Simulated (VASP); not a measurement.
# Li3Dy (Fm-3m) in VASP: notebook

Runs on Li3Dy. Level: PBE. Tasks: single point.

All numbers are computed with VASP 6.6.1; they aren't measurements. Logs are shortened: lines on timing, memory, paths and dates and some standing lists are left out, and cuts for length are marked.

## 1. The cell of the first run

The structure is cubic, space group Fm-3m (No. 225). The conventional cell has a = 6.664 Å, b = 6.664 Å, c = 6.664 Å, α = 90.00°, β = 90.00°, γ = 90.00°. Li (site symmetry m-3m) has 8 Li at 2.89 Å and 6 Dy at 3.33 Å within 3.8 Å. Li (site symmetry -43m) has 10 Li at 2.89 to 3.33 Å and 4 Dy at 2.89 Å within 3.8 Å. Within 3.8 Å of Dy (site symmetry m-3m) lie 14 Li at 2.89 to 3.33 Å.

The cell was built from a structure type or drawn by symmetry, and may not be a known phase.

## 2. Single point, PBE

Contents of INCAR:

```
SYSTEM = Li3Dy
  ALGO = Normal
  EDIFF = 1E-6
  ENCUT = 750
  GGA = PE
  GGA_COMPAT = .FALSE.
  ISIF = 2
  ISMEAR = 0
  LASPH = .TRUE.
  LCHARG = .TRUE.
  LELF = .TRUE.
  LMAXMIX = 6
  LREAL = .FALSE.
  LVHAR = .TRUE.
  LWAVE = .FALSE.
  NBANDS = 17
  NELM = 200
  PREC = Accurate
  SIGMA = 0.1
```

Contents of KPOINTS:

```
k-points
0
G
  4 4 4
  0 0 0
```

Contents of POSCAR:

```
Li3Dy
1.0
    0.0000000000      3.3322081800      3.3322081800
    3.3322081800      0.0000000000      3.3322081800
    3.3322081800      3.3322081800      0.0000000000
Li Dy
3 1
Direct
    0.5000000000      0.5000000000      0.5000000000
    0.2500000000      0.2500000000      0.2500000000
    0.7500000000      0.7500000000      0.7500000000
    0.0000000000      0.0000000000      0.0000000000
```

Potentials or basis: VASP PAW PBE potentials, release 64 (Li_sv, Dy_3), 4f in core.

Run with:

```bash
$ cat potpaw_PBE.64/Li_sv/POTCAR potpaw_PBE.64/Dy_3/POTCAR > POTCAR
$ mpirun -np 1 vasp_std > vasp.out
```

OUTCAR:

```text
SYSTEM = Li3Dy
   EDIFF = 1E-6
   ENCUT = 750
   GGA = PE
   ISIF = 2
   ISMEAR = 0
   LASPH = .TRUE.
   LREAL = .FALSE.
   NELM = 200
   PREC = Accurate

 ion  position               nearest neighbor table
   1  0.500  0.500  0.500-
   2  0.250  0.250  0.250-   4 2.89   4 2.89   4 2.89   4 2.89
   3  0.750  0.750  0.750-   4 2.89   4 2.89   4 2.89   4 2.89
   4  0.000  0.000  0.000-   3 2.89   3 2.89   2 2.89   2 2.89   3 2.89   2 2.89   3 2.89   2 2.89

  LATTYP: Found a face centered cubic cell.
 ALAT       =     6.6644163600

  Lattice vectors:

 A1 = (   0.0000000000,   3.3322081800,   3.3322081800)
 A2 = (   3.3322081800,   0.0000000000,   3.3322081800)
 A3 = (   3.3322081800,   3.3322081800,   0.0000000000)

Analysis of symmetry for initial positions (statically):
=====================================================================
 Subroutine PRICEL returns:
 Original cell was already a primitive cell.

 Routine SETGRP: Setting up the symmetry group for a
 face centered cubic supercell.

 Subroutine GETGRP returns: Found 48 space group operations
 (whereof 48 operations were pure point group operations)
 out of a pool of 48 trial point group operations.

The static configuration has the point symmetry O_h .

Analysis of symmetry for dynamics (positions and initial velocities):
=====================================================================
 Subroutine PRICEL returns:
 Original cell was already a primitive cell.

 Routine SETGRP: Setting up the symmetry group for a
 face centered cubic supercell.

 Subroutine GETGRP returns: Found 48 space group operations
 (whereof 48 operations were pure point group operations)
 out of a pool of 48 trial point group operations.

The dynamic configuration has the point symmetry O_h .

 Subroutine INISYM returns: Found 48 space group operations
 (whereof 48 operations are pure point group operations),
 and found     1 'primitive' translations

----------------------------------------------------------------------------------------

                                     Primitive cell

  volume of cell :      73.9991

  direct lattice vectors                    reciprocal lattice vectors
     0.000000000  3.332208180  3.332208180    -0.150050649  0.150050649  0.150050649
     3.332208180  0.000000000  3.332208180     0.150050649 -0.150050649  0.150050649
     3.332208180  3.332208180  0.000000000     0.150050649  0.150050649 -0.150050649

  length of vectors
     4.712454001  4.712454001  4.712454001     0.259895348  0.259895348  0.259895348

  position of ions in fractional coordinates (direct lattice)
     0.500000000  0.500000000  0.500000000
     0.250000000  0.250000000  0.250000000
     0.750000000  0.750000000  0.750000000
     0.000000000  0.000000000  0.000000000

  ion indices of the primitive-cell ions
   primitive index   ion index
                 1           1
                 2           2
                 3           3
                 4           4

----------------------------------------------------------------------------------------

 KPOINTS: k-points

Automatic generation of k-mesh.
 Grid dimensions read from file:
 generate k-points for:    4    4    4

 Generating k-lattice:

  Cartesian coordinates                     Fractional coordinates (reciprocal lattice)
    -0.037512662  0.037512662  0.037512662     0.250000000  0.000000000  0.000000000
     0.037512662 -0.037512662  0.037512662     0.000000000  0.250000000  0.000000000
     0.037512662  0.037512662 -0.037512662     0.000000000  0.000000000  0.250000000

  Length of vectors
     0.064973837  0.064973837  0.064973837

  Shift w.r.t. Gamma in fractional coordinates (k-lattice)
     0.000000000  0.000000000  0.000000000

 Subroutine IBZKPT returns following result:
 ===========================================

 Found      8 irreducible k-points:

 Following reciprocal coordinates:
            Coordinates               Weight
  0.000000  0.000000  0.000000      1.000000
  0.250000  0.000000  0.000000      8.000000
  0.500000  0.000000  0.000000      4.000000
  0.250000  0.250000  0.000000      6.000000
  0.500000  0.250000  0.000000     24.000000
 -0.250000  0.250000  0.000000     12.000000
  0.500000  0.500000  0.000000      3.000000
 -0.250000  0.500000  0.250000      6.000000
   k-points           NKPTS =      8   k-points in BZ     NKDIM =      8   number of bands    NBANDS=     17
   number of dos      NEDOS =    301   number of ions     NIONS =      4
   total plane-waves  NPLWV =  74088
   dimension x,y,z NGX =    42 NGY =   42 NGZ =   42
   dimension x,y,z NGXF=    84 NGYF=   84 NGZF=   84
   ions per type =               3   1
   NGX,Y,Z   is equivalent  to a cutoff of  14.82, 14.82, 14.82 a.u.
   NGXF,Y,Z  is equivalent  to a cutoff of  29.63, 29.63, 29.63 a.u.
 SYSTEM =  Li3Dy
   PREC   = accura    normal or accurate (medium, high low for compatibility)
   ISTART =      0    job   : 0-new  1-cont  2-samecut
   ICHARG =      2    charge: 1-file 2-atom 10-const
   ISPIN  =      1    spin polarized calculation?
   LNONCOLLINEAR =      F non collinear calculations
   LSORBIT =      F    spin-orbit coupling
   LASPH  =      T    aspherical Exc in radial PAW
   ENCUT  =  750.0 eV  55.12 Ry    7.42 a.u.  10.52 10.52 10.52*2*pi/ulx,y,z
   NELM   =    200;   NELMIN=  2; NELMDL= -5     # of ELM steps
   EDIFF  = 0.1E-05   stopping-criterion for ELM
   LREAL  =      F    real-space projection
   EDIFFG = 0.1E-04   stopping-criterion for IOM
   NSW    =      0    number of steps for IOM
   IBRION =     -1    ionic relax: 0-MD 1-quasi-New 2-CG
   NFREE  =      0    steps in history (QN), initial steepest desc. (CG)
   ISIF   =      2    stress and relaxation
   ISYM   =      2    0-nonsym 1-usesym 2-fastsym
   POTIM  = 0.5000    time-step for ionic-motion
   TEBEG  =    0.0;   TEEND  =   0.0 temperature during run
   PSTRESS=    0.0 pullay stress
   NELECT =      18.0000    total number of electrons
   NUPDOWN=      -1.0000    fix difference up-down
   EMIN   =  10.00;   EMAX   =-10.00  energy-range for DOS
   EFERMI =   0.00;   METHOD = LEGACY
   ISMEAR =     0;   SIGMA  =   0.10  broadening in eV -4-tet -1-fermi 0-gaus
   EFERMI_NEDOS =   21; number of points for ismear=-14 and -15
   IALGO  =     38    algorithm
   IMIX   =      4    mixing-type and parameters
     AMIX     =   0.40;   BMIX     =  1.00
     AMIX_MAG =   1.60;   BMIX_MAG =  1.00
  volume/ion in A,a.u.               =      18.50       124.84
  Fermi-wavevector in a.u.,A,eV,Ry     =   1.021936  1.931178 14.209277  1.044352
  Thomas-Fermi vector in A             =   2.155588
   LORBIT       =      0    0 simple, 1 ext, 2 COOP (PROOUT), +10 PAW based schemes
   GGA     = PE    functional components
   LHFCALC =     F    Hartree Fock is set to
   AEXX    =    0.0000 exact exchange contribution
   IVDW    =     0    specifies the selected vdW correction
   LEPSILON=     F    determine dielectric tensor
   LRPA    =     F    only Hartree local field effects (RPA)
 non-spin polarized calculation
 Gauss-broadening in eV      SIGMA  =   0.10
  energy-cutoff  :      750.00
  volume of cell :       74.00
 maximum number of plane-waves:      3479
   NGX = 21   NGY = 21   NGZ = 21

 number of electron      18.0000000 magnetization

 Free energy of the ion-electron system (eV)
  ---------------------------------------------------
  ext. energy  EPLUGINS =         0.00000000
  ---------------------------------------------------
  free energy    TOTEN  =        -9.06547602 eV

  energy without entropy =       -9.04731269  energy(sigma->0) =       -9.05639435

 E-fermi :   2.2665     XC(G=0):  -8.7845

 val. band max:        2.2021331741   @ k =   0.0000   0.0000   0.0000
 cond. band min:       2.3224678991   @ k =   0.2500   0.0000   0.0000
 fundamental gap:      0.1203347250
 Fermi energy:         2.2665087243

 k-point     1 :       0.0000    0.0000    0.0000
  band No.  band energies     occupation
      1     -43.3861      2.00000
      2     -43.3775      2.00000
      3     -43.0908      2.00000
      4     -21.3063      2.00000
      5     -21.3063      2.00000
      6     -21.3063      2.00000
[... 9 lines left out ...]
     16       9.9445      0.00000
     17       9.9452      0.00000

 k-point     2 :       0.2500    0.0000    0.0000
  band No.  band energies     occupation
      1     -43.3847      2.00000
      2     -43.3786      2.00000
      3     -43.0912      2.00000
      4     -21.3226      2.00000
      5     -21.3094      2.00000
      6     -21.3094      2.00000
[... 9 lines left out ...]
     16       8.2418      0.00000
     17       8.6522      0.00000

 k-point     3 :       0.5000    0.0000    0.0000
  band No.  band energies     occupation
      1     -43.3818      2.00000
      2     -43.3812      2.00000
      3     -43.0916      2.00000
      4     -21.3388      2.00000
      5     -21.3124      2.00000
      6     -21.3124      2.00000
[... 9 lines left out ...]
     16       8.4041      0.00000
     17      10.1960      0.00000

 k-point     4 :       0.2500    0.2500    0.0000
  band No.  band energies     occupation
      1     -43.3845      2.00000
      2     -43.3787      2.00000
      3     -43.0913      2.00000
      4     -21.3208      2.00000
      5     -21.3141      2.00000
      6     -21.3141      2.00000
[... 9 lines left out ...]
     16       8.9000      0.00000
     17       8.9037      0.00000

 k-point     5 :       0.5000    0.2500    0.0000
  band No.  band energies     occupation
      1     -43.3825      2.00000
      2     -43.3804      2.00000
      3     -43.0917      2.00000
      4     -21.3335      2.00000
      5     -21.3209      2.00000
      6     -21.3172      2.00000
[... 9 lines left out ...]
     16       9.5526      0.00000
     17      10.1713      0.00000

 k-point     6 :      -0.2500    0.2500    0.0000
  band No.  band energies     occupation
      1     -43.3830      2.00000
      2     -43.3800      2.00000
      3     -43.0916      2.00000
      4     -21.3300      2.00000
      5     -21.3214      2.00000
      6     -21.3125      2.00000
[... 9 lines left out ...]
     16       9.0222      0.00000
     17       9.3995      0.00000

 k-point     7 :       0.5000    0.5000    0.0000
  band No.  band energies     occupation
      1     -43.3829      2.00000
      2     -43.3799      2.00000
      3     -43.0918      2.00000
      4     -21.3355      2.00000
      5     -21.3220      2.00000
      6     -21.3220      2.00000
[... 9 lines left out ...]
     16      10.2698      0.00000
     17      12.1949      0.00000

 k-point     8 :      -0.2500    0.5000    0.2500
  band No.  band energies     occupation
      1     -43.3814      2.00000
      2     -43.3814      2.00000
      3     -43.0918      2.00000
      4     -21.3287      2.00000
      5     -21.3287      2.00000
      6     -21.3218      2.00000
[... 9 lines left out ...]
     16      10.5785      0.00000
     17      10.9084      0.00000

------------------------ aborting loop because EDIFF is reached ----------------------------------------

  FORCE on cell =-STRESS in cart. coord.  units (eV):
  Direction    XX          YY          ZZ          XY          YZ          ZX
  --------------------------------------------------------------------------------------
  -------------------------------------------------------------------------------------
  Total        3.2504925      3.2504925      3.2504925     -0.0000000     -0.0000000      0.0000000
  in kB       70.3774251     70.3774251     70.3774251     -0.0000000     -0.0000000      0.0000000
  external PRESSURE =      70.3774251 kB  Pullay stress =       0.0000000 kB

 VOLUME and BASIS-vectors are now :
 -----------------------------------------------------------------------------
  energy-cutoff  :      750.00
  volume of cell :       74.00
      direct lattice vectors                 reciprocal lattice vectors
     0.000000000  3.332208180  3.332208180    -0.150050649  0.150050649  0.150050649
     3.332208180  0.000000000  3.332208180     0.150050649 -0.150050649  0.150050649
     3.332208180  3.332208180  0.000000000     0.150050649  0.150050649 -0.150050649

 POSITION                                       TOTAL-FORCE (eV/Angst)
 -----------------------------------------------------------------------------------
      3.33221      3.33221      3.33221        -0.000000      0.000000      0.000000
      1.66610      1.66610      1.66610        -0.000000     -0.000000     -0.000000
      4.99831      4.99831      4.99831         0.000000      0.000000      0.000000
      0.00000      0.00000      0.00000        -0.000000      0.000000      0.000000
 -----------------------------------------------------------------------------------
    total drift:                               -0.000000     -0.000000      0.000000

  FREE ENERGIE OF THE ION-ELECTRON SYSTEM (eV)
  ---------------------------------------------------
  free  energy   TOTEN  =        -9.0654760225 eV

  energy  without entropy=       -9.0473126869  energy(sigma->0) =       -9.05639435
```

It took 12 s on 1 thread of AMD EPYC 9R45 (Zen 5), shared host; peak memory 0.22 GiB.

What came out:

```yaml
Free_energy: -9.0655 eV
Pressure: 7.0 GPa
Band_gap_on_the_k_mesh: zero (bands 9 and 10 overlap by 0.71 eV)
```

Levels at points of the mesh, in eV from the Fermi level:
| k point | band 7 | band 8 | band 9 | band 10 | band 11 | band 12 |
| --- | --- | --- | --- | --- | --- | --- |
| (0.00, 0.00, 0.00) | -4.34 | -0.06 | -0.06 | -0.06 | 1.87 | 1.87 |
| (0.50, 0.00, 0.00) | -2.71 | -1.42 | -0.17 | -0.17 | 2.35 | 2.48 |
| (0.50, 0.50, 0.00) | -2.30 | -0.66 | -0.14 | 0.72 | 0.72 | 1.86 |

Caveat: the k points lie up to 0.41 Å⁻¹ apart, too coarse for converged energies and pressures of a metal; spin-orbit coupling is left out, which moves the levels of the heavy elements; the 4f electrons are frozen in the core, so they carry no moment and show no levels. Spin polarisation is off, so any magnetic state and its effect on volume and gap are missing.

[end of part 1 of 2]
